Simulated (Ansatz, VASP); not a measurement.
# CrCuO2 in VASP and in Ansatz

```xyz
4
Lattice="1.4867 0.8583 5.7000 -1.4867 0.8583 5.7000 0.0000 -1.7167 5.7000" Properties=species:S:1:pos:R:3 pbc="T T T"
Cu    0.0000    0.0000    0.0000
O     0.0000    0.0000    1.8454
O     0.0000    0.0000   15.2546
Cr    0.0000    0.0000    8.5500
```

Alike in both runs: task single point; functional PBE; k mesh 8 × 8 × 8; occupations fermi-dirac, width 0.02 eV; collinear spin; Hubbard terms Cr d U = 5.8 eV, Cu d U = 6.7 eV.

|  | VASP | Ansatz |
| --- | --- | --- |
| version | VASP 6.6.1 | Ansatz 0.2.0 |
| potentials or method | VASP PAW PBE potentials, release 64 (Cu, O, Cr_pv), cutoff 600 eV | PAW, plane waves, scalar-relativistic |
| valence electrons in the cell | 35 | 45 |

|  | VASP | Ansatz | Ansatz less VASP |
| --- | --- | --- | --- |
| pressure (GPa) | 10.8 | 10.8 | -0.01 |
| traceless stress, the component that is largest in VASP (GPa) | -3.87 | 2.07 | +5.941 |
| rms of the force components (eV/Å) | 0.304 | 0.084 | -0.2208 |
| net moment per atom (μB) | 0.75 | 0.75 | 0.000 |
| size of the moment on the site where the two differ most (μB) | 3.01 | 2.52 | -0.485 |

Site moments also hang on the region over which each program counts them. The programs project onto different local orbitals, so the same U acts differently, and such runs can settle in different states. Atom by atom the forces differ by 0.388 eV/Å (rms over components). VASP's potentials hold 35 valence electrons a cell and Ansatz's 45, so a difference there can come from the potentials and not from the codes.
